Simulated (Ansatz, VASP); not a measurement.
# Be2Se: VASP beside Ansatz

```
Be Se
1.0
     2.27356   -2.56802    0.00000
     2.27356    2.56802    0.00000
     0.00000    0.00000    3.47740
Be Se
2 1
Cartesian
  1.1368 -1.2840 0.0000
  1.1368 1.2840 0.0000
  2.2736 0.0000 1.7387
```

Alike in both runs: functional PBE; k mesh 5 × 5 × 7; occupations gaussian, width 0.2 eV; no spin polarisation.

Ansatz relaxed the structure, and its values are those at the end. VASP's run is a single point on that final structure, the one shown.

```csv
,VASP,Ansatz
version,VASP 6.6.1,Ansatz 0.2.0
potentials or method,"VASP PAW PBE potentials, release 64 (Be, Se), cutoff 600 eV","scalar-relativistic, plane waves, PAW"
valence electrons in the cell,10,20
```

|  | VASP | Ansatz | Ansatz less VASP |
| --- | --- | --- | --- |
| gap on the k mesh at the Fermi level (eV) | none | none | - |
| pressure (GPa) | 0.2 | 0.1 | -0.10 |

A gap of «none» marks a metal or a gap that the smearing closes. The functional is the same, so the differences come from potentials, cutoffs and numerics. VASP's potentials hold 10 valence electrons a cell and Ansatz's 20, so a difference there can come from the potentials and not from the codes.

The k mesh is coarse, so the values compare programs but aren't converged.
